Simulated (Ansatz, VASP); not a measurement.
# One calculation of MoS2, two programs

The input INCAR:

```
PREC = Accurate ; ENCUT = 520
EDIFF = 1E-6 ; ISMEAR = -1
SIGMA = 0.05 ; LREAL = F
LASPH = T ; NELM = 60
ALGO = Normal ; ISIF = 2
LWAVE = F ; LCHARG = F
GGA = RP ; IVDW = 12
NBANDS = 35
```

The input KPOINTS:

```
regular mesh
0
Gamma
  10 10 3
```

Contents of POSCAR:

```
MoS2
1.0
    3.1477309028      0.0000000000      0.0000000000
   -1.5738654514      2.7260149261      0.0000000000
    0.0000000000      0.0000000000     12.2412860984
Mo S
2 4
Direct
    0.6666666667      0.3333333333      0.7500000000
    0.3333333333      0.6666666667      0.2500000000
    0.6666666667      0.3333333333      0.3770000000
    0.3333333333      0.6666666667      0.8770000000
    0.6666666667      0.3333333333      0.1230000000
    0.3333333333      0.6666666667      0.6230000000
```

The input input.yaml:

```yaml
crystal:
  lattice:
    - [3.1477309028, 0.0, 0.0]
    - [-1.5738654514, 2.7260149261, 0.0]
    - [0.0, 0.0, 12.2412860984]
  atoms:
    - { symbol: Mo, position: [0.6666666667, 0.3333333333, 0.75] }
    - { symbol: Mo, position: [0.3333333333, 0.6666666667, 0.25] }
    - { symbol: S, position: [0.6666666667, 0.3333333333, 0.377] }
    - { symbol: S, position: [0.3333333333, 0.6666666667, 0.877] }
    - { symbol: S, position: [0.6666666667, 0.3333333333, 0.123] }
    - { symbol: S, position: [0.3333333333, 0.6666666667, 0.623] }
hamiltonian:
  xc: rpbe
  pseudopotentials: { kind: paw }
  dispersion: d3bj
kpoints:
  mp_grid: { grid: [10, 10, 3] }
scf:
  occupations: { method: fermi_dirac, width: 0.05 }
output:
  forces: true
  stress: true
  eigenvalues: true
```

Alike in both runs: task single point; functional RPBE; dispersion D3(BJ); k mesh 10 × 10 × 3; occupations fermi-dirac, width 0.05 eV; no spin polarisation.

|  | VASP | Ansatz |
| --- | --- | --- |
| version | VASP 6.6.1 | Ansatz 0.2.0 |
| potentials or method | VASP PAW PBE potentials, release 64 (Mo_sv, S) | Ansatz PAW |
| plane-wave cutoff (eV) | 520 | 420 |
| valence electrons in the cell | 52 | 52 |

Ansatz gave:

```
gap on the k mesh at the Fermi level (eV)                     : 0.96
least direct gap on the mesh (eV)                             : 1.92
pressure (GPa)                                                : -12.1
traceless stress, the component that is largest in VASP (GPa) : 5.73
rms of the force components (eV/Å)                            : 0.090
```

Q: What did VASP give for the same quantities?

A: gap on the k mesh at the Fermi level (eV): 0.97; least direct gap on the mesh (eV): 1.92; pressure (GPa): -12.4; traceless stress, the component that is largest in VASP (GPa): 5.68; rms of the force components (eV/Å): 0.102.

VASP's potentials were made for PBE, not for RPBE. Atom by atom the forces differ by 0.012 eV/Å (rms over components).

Noted on Ansatz's run: odd divisions of the mesh miss points on the zone boundary, where band edges often lie, so the gap on the mesh can be too wide.
